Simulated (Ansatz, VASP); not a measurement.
## Ga2SnO2: VASP beside Ansatz

File INCAR:

```
ALGO = Normal
EDIFF = 1E-7
EDIFFG = -0.01
ENCUT = 600
GGA = PE
IBRION = 2
ISIF = 3
ISMEAR = 0
LASPH = T
LCHARG = F
LREAL = F
LWAVE = F
NELM = 60
NSW = 100
PREC = Accurate
SIGMA = 0.1
```

The input KPOINTS:

```
k-points
0
Gamma
  12 12 4
```

POSCAR

```
Ga2SnO2
1.0
    2.9726680353      0.0000000000      0.0000000000
    0.0000000000      2.9726680353      0.0000000000
    0.0000000000      0.0000000000      8.8678173460
Ga Sn O
2 1 2
Direct
    0.5000000000      0.5000000000      0.3550928885
    0.5000000000      0.5000000000      0.6449071115
    0.0000000000      0.0000000000      0.0000000000
    0.0000000000      0.0000000000      0.7114203909
    0.0000000000      0.0000000000      0.2885796091
```

Input for Ansatz:

```yaml
crystal:
  lattice:
    - [2.9726680353, 0.0, 0.0]
    - [0.0, 2.9726680353, 0.0]
    - [0.0, 0.0, 8.867817346]
  atoms:
    - { symbol: Ga, position: [0.5, 0.5, 0.3550928885] }
    - { symbol: Ga, position: [0.5, 0.5, 0.6449071115] }
    - { symbol: Sn, position: [0.0, 0.0, 0.0] }
    - { symbol: O, position: [0.0, 0.0, 0.7114203909] }
    - { symbol: O, position: [0.0, 0.0, 0.2885796091] }
basis:
  ecutwfc: 420
kpoints:
  mp_grid: { grid: [12, 12, 4] }
hamiltonian:
  xc: pbe
scf:
  occupations: { method: gaussian, width: 0.1 }
output:
  forces: true
  stress: true
  eigenvalues: true
relax:
  adjacent_minimum: "off"
  f_tol: 0.01
  max_steps: 80
  cell: { stress_tol: 0.05 }
```

Alike in both runs: task relaxation of cell and atoms; functional PBE; k mesh 12 × 12 × 4; occupations gaussian, width 0.1 eV; no spin polarisation.

|  | VASP | Ansatz |
| --- | --- | --- |
| version | VASP 6.6.1 | Ansatz 0.2.0 |
| potentials or method | VASP PAW PBE potentials, release 64 (Ga_d, Sn_d, O), cutoff 600 eV | scalar-relativistic, plane waves, PAW |
| valence electrons in the cell | 52 | 52 |

VASP gave:

| Quantity | Value |
| --- | --- |
| gap on the k mesh at the Fermi level, each at its own relaxed structure (eV) | none |
| relaxed volume (Å³/atom) | 15.59 |
| relaxed cell length with the largest relative difference (Å) | 2.968 |

Estimate Ansatz's values.

gap on the k mesh at the Fermi level, each at its own relaxed structure (eV): none; relaxed volume (Å³/atom): 15.57; relaxed cell length with the largest relative difference (Å): 2.965.

A gap of «none» marks a metal or a gap that the smearing closes.
